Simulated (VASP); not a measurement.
Here is a VASP 6.6.1 calculation.

Contents of INCAR:

```
  PREC = Accurate
  ENCUT = 520
  EDIFF = 1E-7
  ISMEAR = 0
  SIGMA = 0.05
  LREAL = F
  LASPH = T
  NELM = 60
  ALGO = Normal
  ISIF = 2
  LWAVE = F
  LCHARG = F
  GGA = PS
  NBANDS = 9
```

The input KPOINTS:

```
regular mesh
0
Gamma
  18 18 10
```

Contents of POSCAR:

```
Mg
1.0
    2.9030657431      0.0000000000      0.0000000000
   -1.4515328715      2.5141286824      0.0000000000
    0.0000000000      0.0000000000      4.6881202204
Mg
2
Direct
    0.3333333333      0.6666666667      0.2500000000
    0.6666666667      0.3333333333      0.7500000000
```

Potentials or basis: VASP PAW PBE potentials, release 64 (Mg).

Launch:

```sh
$ cat potpaw_PBE.64/Mg/POTCAR > POTCAR
$ mpirun -np 1 vasp_std > vasp.out
```

What does it give for the pressure?

17.7 GPa.

Predict the band gap on the k mesh.

zero (band 2 reaches 5.29 eV, above the bottom of band 3 at 3.14 eV).

Caveat: the PAW data sets were made with another functional, which shifts forces and pressure a little.
